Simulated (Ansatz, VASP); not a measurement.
## Two plane-wave programs on InSe5

```
CELL_PARAMETERS angstrom
7.18100 0.00000 0.00000
-3.59050 6.21893 0.00000
0.00000 0.00000 3.65908
ATOMIC_POSITIONS crystal
In 0.00000 0.00000 0.00000
Se 0.33333 0.66667 0.00000
Se 0.66667 0.33333 0.00000
Se 0.50000 0.00000 0.50000
Se 0.50000 0.50000 0.50000
Se 0.00000 0.50000 0.50000
```

Change from the starting cell: species swapped into the CeIr5 type (P6/mmm, No. 191).

Alike in both runs: functional PBE; k mesh 3 × 3 × 6; occupations gaussian, width 0.1 eV; no spin polarisation.

Ansatz relaxed the structure, and its values are those at the end. VASP's run is a single point on that final structure, the one shown.

|  | VASP | Ansatz |
| --- | --- | --- |
| version | VASP 6.6.1 | Ansatz 0.2.0 |
| potentials or method | VASP PAW PBE potentials, release 64 (In_d, Se), cutoff 520 eV | scalar-relativistic, plane waves, PAW |
| valence electrons in the cell | 43 | 93 |

```csv
,VASP,Ansatz,Ansatz less VASP
gap on the k mesh at the Fermi level (eV),none,none,-
pressure (GPa),-0.2,-0.2,-0.01
```

A gap of «none» marks a metal or a gap that the smearing closes. VASP's potentials hold 43 valence electrons a cell and Ansatz's 93, so a difference there can come from the potentials and not from the codes.
